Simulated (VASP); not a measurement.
**NiO: single point with r2SCAN+U**

NiO:

```
Ni O
1.0
     0.00000    2.09131    2.09131
     2.09131    0.00000    2.09131
     2.09131    2.09131    0.00000
Ni O
1 1
Direct
  0.00000 0.00000 0.00000
  0.50000 0.50000 0.50000
```

```yaml
Program: VASP 6.6.1
Task: single point
Functional: r2SCAN
Potentials_or_basis: VASP PAW PBE potentials, release 64 (Ni, O)
Cutoff: 520 eV
k_mesh: 8 × 8 × 8
Occupations: gaussian, width 0.05 eV
Spin: collinear spin, ferromagnetic start
Starting_moments: "[1.9, 0.22] μB"
Hubbard_terms: Ni d U = 2.0 eV
Dipole_correction: no
Further_INCAR_settings: ALGO = Normal; EDIFF = 1e-06; NBANDS = 19
```

```yaml
Pressure: 0.0 GPa
Band_gap_on_the_k_mesh: 1.81 eV, indirect (least direct gap 2.78 eV)
Net_moment: 2.00 μB per cell
Site_moments: Ni +1.76; O +0.23 μB
Valence_electrons_inside_the_program's_atomic_spheres: Ni 8.93; O 5.06
```

Levels at points of the mesh, in eV from the valence-band top:
Spin up:
```tsv
k point	band 7	band 8	band 9	band 10	band 11	band 12
(0.00, 0.00, 0.00)	-2.22	-2.22	-2.22	2.63	19.23	19.47
(0.50, 0.00, 0.00)	-2.26	0.00	0.00	6.79	11.37	15.27
(0.50, 0.50, 0.00)	-3.58	-2.81	-2.81	7.18	12.14	12.66
```
Spin down:
```tsv
k point	band 5	band 6	band 7	band 8	band 9	band 10
(0.00, 0.00, 0.00)	-1.65	-1.65	-1.65	1.81	1.81	3.16
(0.50, 0.00, 0.00)	-1.66	-1.66	-1.33	4.41	4.41	7.08
(0.50, 0.50, 0.00)	-3.07	-1.83	-1.83	2.29	2.80	7.87
```

Eigenvalues of the final occupation matrices:
| site | spin | trace | eigenvalues |
| --- | --- | --- | --- |
| site 1 d | 1 | 4.96 | 0.97 0.97 0.97 1.02 1.02 |
| site 1 d | 2 | 3.23 | 0.16 0.16 0.97 0.97 0.97 |

Wall time 59 s on 1 thread of Intel(R) Xeon(R) Platinum 8259CL CPU @ 2.50GHz (Skylake/Cascade Lake), with other jobs on the host, peak memory 0.16 GiB.

Caveat: the PAW data sets were made with another functional, which shifts forces and pressure a little; a cell with one magnetic atom can't hold antiferromagnetic order, which such compounds often take. A k mesh can miss the band edges.
